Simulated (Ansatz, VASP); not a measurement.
# Fe in VASP and in Ansatz

File INCAR:

```
SYSTEM = Fe
PREC = Accurate
ENCUT = 690
EDIFF = 1E-6
ISMEAR = -1
SIGMA = 0.05
LREAL = .False.
LASPH = .True.
NELM = 200
ALGO = Normal
ISIF = 2
LWAVE = .False.
LCHARG = .False.
ISPIN = 2
MAGMOM = 3
LORBIT = 11
LMAXMIX = 4
GGA = LIBXC
LIBXC1 = GGA_X_B88
LIBXC2 = GGA_C_PBE
NBANDS = 18
GGA_COMPAT = .False.
```

The input KPOINTS:

```
Automatic mesh
0
Gamma
  13 13 13
  0 0 0
```

The input POSCAR:

```
Fe
1.0
   -1.4430000000      1.4430000000      1.4430000000
    1.4430000000     -1.4430000000      1.4430000000
    1.4430000000      1.4430000000     -1.4430000000
Fe
1
Direct
    0.0000000000      0.0000000000      0.0000000000
```

Contents of input.yaml:

```yaml
crystal:
  lattice:
    - [-1.443, 1.443, 1.443]
    - [1.443, -1.443, 1.443]
    - [1.443, 1.443, -1.443]
  atoms:
    - { symbol: Fe, position: [0.0, 0.0, 0.0], spin: 3.0 }
hamiltonian:
  xc: { exchange: b88, correlation: pbe }
  pseudopotentials: { kind: paw }
magnetization:
  spin_polarized: true
kpoints:
  mp_grid: { grid: [13, 13, 13] }
scf:
  occupations: { method: fermi_dirac, width: 0.05 }
output:
  forces: true
  stress: true
  eigenvalues: true
  write_density: true
  write_potential: true
  elf: true
  volumetric_format: npy
```

Alike in both runs: task single point; functional b88 exchange, pbe correlation; k mesh 13 × 13 × 13; occupations fermi-dirac, width 0.05 eV; collinear spin.

|  | VASP | Ansatz |
| --- | --- | --- |
| version | VASP 6.6.1 | Ansatz 0.2.0 |
| potentials or method | VASP PAW PBE potentials, release 64 (Fe_sv) | Ansatz PAW |
| plane-wave cutoff (eV) | 690 | 420 |
| valence electrons in the cell | 16 | 16 |

|  | VASP | Ansatz | Ansatz less VASP |
| --- | --- | --- | --- |
| gap on the k mesh at the Fermi level (eV) | none | none | - |
| pressure (GPa) | -11.4 | -10.1 | +1.33 |
| net moment per atom (μB) | 2.24 | 2.23 | -0.003 |
| size of the moment on the site where the two differ most (μB) | 2.25 | 2.29 | +0.041 |

VASP's potentials were made for PBE, not for b88 exchange, pbe correlation. Site moments also hang on the region over which each program counts them. A gap of «none» marks a metal or a gap that the smearing closes. The functional is the same, so the differences come from potentials, cutoffs and numerics.
